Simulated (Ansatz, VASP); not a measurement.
## Two plane-wave programs on Ir

```
CELL_PARAMETERS angstrom
0.00000 1.91560 1.91560
1.91560 0.00000 1.91560
1.91560 1.91560 0.00000
ATOMIC_POSITIONS crystal
Ir 0.00000 0.00000 0.00000
```

Alike in both runs: task single point; functional PBEsol; k mesh 13 × 13 × 13; occupations fermi-dirac, width 0.05 eV; no spin polarisation.

|  | VASP | Ansatz |
| --- | --- | --- |
| version | VASP 6.6.1 | Ansatz 0.2.0 |
| potentials or method | VASP PAW PBE potentials, release 64 (Ir), cutoff 500 eV | plane waves, PAW |
| valence electrons in the cell | 9 | 17 |

|  | VASP | Ansatz | Ansatz less VASP |
| --- | --- | --- | --- |
| pressure (GPa) | 1.0 | 0.0 | -1.01 |

VASP's potentials were made for PBE, not for PBEsol. The functional is the same, so the differences come from potentials, cutoffs and numerics. VASP's potentials hold 9 valence electrons a cell and Ansatz's 17, so a difference there can come from the potentials and not from the codes.

Neither program's run includes spin-orbit coupling.
